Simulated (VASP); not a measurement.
Wanted: the native input for a VASP 6.6.1 run.

| Item | Value |
| --- | --- |
| Task | electric field gradients |
| Functional | LDA |
| Potentials or basis | VASP PAW LDA potentials, release 64 (Tl_d) |
| Cutoff | 520 eV |
| k mesh | 11 × 11 × 6 |
| Occupations | fermi-dirac, width 0.05 eV |
| Spin | no spin polarisation |
| Dipole correction | no |
| Further INCAR settings | ALGO = Normal; EDIFF = 1e-08; NBANDS = 20 |

The structure of Tl lies in POSCAR:

```
Tl
1.0
    3.4559983565     -0.0345599836     -0.0345599836
   -1.7579290020      3.0102623640     -0.0126498319
   -0.0552500000     -0.0552500000      5.5250000000
Tl
2
Direct
    0.3333333333      0.6666666667      0.2500000000
    0.6666666667      0.3333333333      0.7500000000
```

This cell differs from its parent crystal: equal xy, yz and zx shear strains of -2 %.

These files were run (other wordings do the same):

INCAR

```
SYSTEM = Tl
  PREC = Accurate
  ENCUT = 520
  EDIFF = 1E-8
  ISMEAR = -1
  SIGMA = 0.05
  LREAL = .FALSE.
  LASPH = .TRUE.
  NELM = 60
  ALGO = Normal
  ISIF = 2
  LWAVE = .FALSE.
  LCHARG = .FALSE.
  GGA = CA
  LEFG = .TRUE.
  NBANDS = 20
```

KPOINTS

```
regular mesh
0
G
  11 11 6
  0 0 0
```

Potentials or basis: VASP PAW LDA potentials, release 64 (Tl_d).

Run with:

```sh
$ cat potpaw_LDA.64/Tl_d/POTCAR > POTCAR
$ mpirun -np 1 vasp_std > vasp.out
```

It gave:

```
Pressure                                : -1.7 GPa
Largest force                           : 0.021 eV/Å
Band gap on the k mesh                  : zero (bands 13 and 14 overlap by 5.60 eV)
Largest electric field gradient by atom : Tl -26.0 V/Å²
```

Caveat: the cell differs from its parent crystal (equal xy, yz and zx shear strains of -2 %); without QUAD_EFG the Cq values of the log hold for a quadrupole moment of 1 mb, not for the nuclei; spin-orbit coupling is left out, which moves the levels of the heavy elements.

Run time: 4.1 min on 1 thread of AMD EPYC 7R43 64-Core Processor (Zen 3), on a shared host, peak memory 0.38 GiB.
